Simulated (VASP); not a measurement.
Crystal: Li.

```xyz
4
Lattice="3.0344 0.0000 0.0000 -1.5172 2.6279 0.0000 0.0000 0.0000 10.2162" Properties=species:S:1:pos:R:3 pbc="T T T"
Li    0.0000    0.0000    0.0000
Li    0.0000    1.7519    2.5541
Li    0.0000    0.0000    5.1081
Li    1.5172    0.8760    7.6622
```

This isn't the form of Li at room conditions, which is bcc.

```yaml
Program: VASP 6.6.1
Task: relaxation of cell and atoms
Functional: PBE
Dispersion: D3(BJ)
Potentials_or_basis: VASP PAW PBE potentials, release 64 (Li_sv)
Cutoff: 600 eV
k_mesh: 18 × 18 × 4
Occupations: gaussian, width 0.1 eV
Spin: no spin polarisation
```

At the start: pressure -1.5 GPa; volume 20.37 Å³/atom.

Problem. How do energy, volume and symmetry change on relaxing?

Solution. Over 7 steps the energy falls by 12.9 meV/atom and the volume is 18.02 Å³/atom (-11.5 %); space group P6_3/mmc (No. 194, to 0.1 Å) before and after.

The path:
| step | energy change (eV) | largest force (eV/Å) | pressure (GPa) | volume (Å³) |
| --- | --- | --- | --- | --- |
| 1 | 0.0000 | 0.0000 | -1.53 | 81.46 |
| 2 | -0.0204 | 0.0000 | -1.24 | 79.18 |
| 3 | -0.0498 | 0.0000 | -0.31 | 73.56 |
| 4 | -0.0514 | 0.0000 | 0.04 | 71.83 |
| 5 | -0.0515 | 0.0000 | 0.01 | 72.02 |
| 6 | -0.0515 | 0.0000 | 0.00 | 72.04 |
| 7 | -0.0516 | 0.0000 | -0.01 | 72.09 |

Final structure:
```
Li
1.0
     2.93370    0.00000    0.00000
    -1.46685    2.54066    0.00000
     0.00000    0.00000    9.67193
Li
4
Direct
  0.00000 0.00000 0.00000
  0.33333 0.66667 0.25000
  0.00000 0.00000 0.50000
  0.66667 0.33333 0.75000
```

Caveat: the cutoff is under 1.25 times the usual one of these potentials, so pressure, stress and relaxed cells hold a basis-set (Pulay) error.
